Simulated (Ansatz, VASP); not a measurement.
**NaF: VASP beside Ansatz**

File INCAR:

```
PREC = Accurate
ENCUT = 520
EDIFF = 1E-8
ISMEAR = -1
SIGMA = 0.03
LREAL = False
LASPH = True
NELM = 100
ALGO = Normal
ISIF = 2
LWAVE = False
LCHARG = False
GGA = PE
LEFG = True
NBANDS = 14
```

The input KPOINTS:

```
regular mesh
0
Gamma
  11 11 11
```

File POSCAR:

```
NaF
1.0
    0.0000000000      2.0768728316      2.0768728316
    2.0768728316      0.0000000000      2.0768728316
    2.0768728316      2.0768728316      0.0000000000
Na F
1 1
Direct
    0.0000000000      0.0000000000      0.0000000000
    0.5000000000      0.5000000000      0.5000000000
```

Input for Ansatz:

```yaml
crystal:
  lattice:
    - [0.0, 2.0768728316, 2.0768728316]
    - [2.0768728316, 0.0, 2.0768728316]
    - [2.0768728316, 2.0768728316, 0.0]
  atoms:
    - { symbol: Na, position: [0.0, 0.0, 0.0] }
    - { symbol: F, position: [0.5, 0.5, 0.5] }
kpoints:
  mp_grid: { grid: [11, 11, 11] }
  band_path:
    path:
      - [0.0, 0.0, 0.0]
      - [0.5, 0.0, 0.5]
      - [0.625, 0.25, 0.625]
      - [0.375, 0.375, 0.75]
      - [0.0, 0.0, 0.0]
      - [0.5, 0.5, 0.5]
      - [0.5, 0.25, 0.75]
      - [0.5, 0.0, 0.5]
    npoints: 6
scf:
  occupations: { method: fermi_dirac, width: 0.03 }
hamiltonian:
  xc: pbe
  pseudopotentials: { kind: paw }
output:
  forces: true
  stress: true
  eigenvalues: true
  efg: { contact_densities: true }
  populations: true
```

Change from the starting cell: volume scaled by 0.75, PAW files.

Alike in both runs: task electric field gradients; functional PBE; k mesh 11 × 11 × 11; occupations fermi-dirac, width 0.03 eV; no spin polarisation.

|  | VASP | Ansatz |
| --- | --- | --- |
| version | VASP 6.6.1 | Ansatz 0.2.0 |
| potentials or method | VASP PAW PBE potentials, release 64 (Na_pv, F) | PAW with Ansatz's default frozen-core files, scalar-relativistic |
| plane-wave cutoff (eV) | 520 | 420 |
| valence electrons in the cell | 14 | 16 |

```csv
,VASP,Ansatz,Ansatz less VASP
gap on the k mesh at the Fermi level (eV),8.50,8.53,+0.026
pressure (GPa),39.8,39.0,-0.78
```

Both programs put the cell under a high pressure, so it lies far from rest at this level. VASP's potentials hold 14 valence electrons a cell and Ansatz's 16, so a difference there can come from the potentials and not from the codes.
